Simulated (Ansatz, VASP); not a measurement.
**One calculation of ZnS, two programs**

```xyz
4
Lattice="3.8093 0.0000 0.0000 -1.9047 3.2990 0.0000 0.0000 0.0000 6.2518" Properties=species:S:1:pos:R:3 pbc="T T T"
Zn    0.0000    2.1993    0.0024
Zn    1.9047    1.0997    3.1282
S     0.0000    2.1993    2.3421
S     1.9047    1.0997    5.4680
```

Alike in both runs: task single point; functional PBE; k mesh 12 × 12 × 6; occupations gaussian, width 0.02 eV; no spin polarisation.

```csv
,VASP,Ansatz
version,VASP 6.6.1,Ansatz 0.2.0
potentials or method,"VASP PAW PBE potentials, release 64 (Zn, S), cutoff 520 eV","scalar-relativistic, plane waves, PAW"
valence electrons in the cell,36,36
```

```csv
,VASP,Ansatz,Ansatz less VASP
gap on the k mesh at the Fermi level (eV),2.20,2.20,-0.005
least direct gap on the mesh (eV),2.20,2.20,-0.005
pressure (GPa),2.2,2.0,-0.16
```
